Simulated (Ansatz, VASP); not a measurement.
One calculation of SnTe, two programs

File INCAR:

```
PREC     = Accurate       # precision mode
ENCUT    = 500            # plane-wave cutoff, eV
EDIFF    = 1E-6           # SCF threshold, eV
ISMEAR   = -1             # smearing method
SIGMA    = 0.02           # smearing width, eV
LREAL    = F              # projectors in reciprocal space
LASPH    = T              # aspherical terms in the spheres
NELM     = 200            # most SCF steps
ALGO     = Normal         # electronic algorithm
ISIF     = 2              # what is computed and relaxed
LWAVE    = F              # write WAVECAR
LCHARG   = F              # write CHGCAR
ISPIN    = 2              # spin polarisation
MAGMOM   = 0 0            # initial moments
LORBIT   = 11             # projections on sites
GGA      = PE             # functional
NBANDS   = 21             # bands
GGA_COMPAT= F
```

The input KPOINTS:

```
Automatic mesh
0
Gamma
  6 6 6
```

Contents of POSCAR:

```
SnTe
1.0
    0.0000000000      3.1893303407      3.1893303407
    3.1893303407      0.0000000000      3.1893303407
    3.1893303407      3.1893303407      0.0000000000
Sn Te
1 1
Direct
    0.0000000000      0.0000000000      0.0000000000
    0.5000000000      0.5000000000      0.5000000000
```

Input for Ansatz:

```yaml
crystal:
  lattice:
    - [0.0, 3.1893303407, 3.1893303407]
    - [3.1893303407, 0.0, 3.1893303407]
    - [3.1893303407, 3.1893303407, 0.0]
  atoms:
    - { symbol: Sn, position: [0.0, 0.0, 0.0] }
    - { symbol: Te, position: [0.5, 0.5, 0.5] }
kpoints:
  mp_grid: { grid: [6, 6, 6] }
hamiltonian:
  xc: pbe
scf:
  occupations: { method: fermi_dirac, width: 0.02 }
  n_extra_bands: 4
  max_iter: 81
output:
  forces: true
  stress: true
  eigenvalues: true
magnetization:
  spin_polarized: true
  initial_magnetization: 2.0
```

Alike in both runs: task single point; functional PBE; k mesh 6 × 6 × 6; occupations fermi-dirac, width 0.02 eV; collinear spin.

```csv
,VASP,Ansatz
version,VASP 6.6.1,Ansatz 0.2.0
potentials or method,"VASP PAW PBE potentials, release 64 (Sn_d, Te)",plane waves
plane-wave cutoff (eV),500,420
valence electrons in the cell,20,30
```

|  | VASP | Ansatz | Ansatz less VASP |
| --- | --- | --- | --- |
| pressure (GPa) | 0.6 | 0.6 | +0.02 |
| net moment per atom (μB) | 0.00 | 0.00 | 0.000 |

VASP's potentials hold 20 valence electrons a cell and Ansatz's 30, so a difference there can come from the potentials and not from the codes. Ansatz's warnings: moment headroom below auto, seeded moment not kept.

Spin-orbit coupling is off throughout.
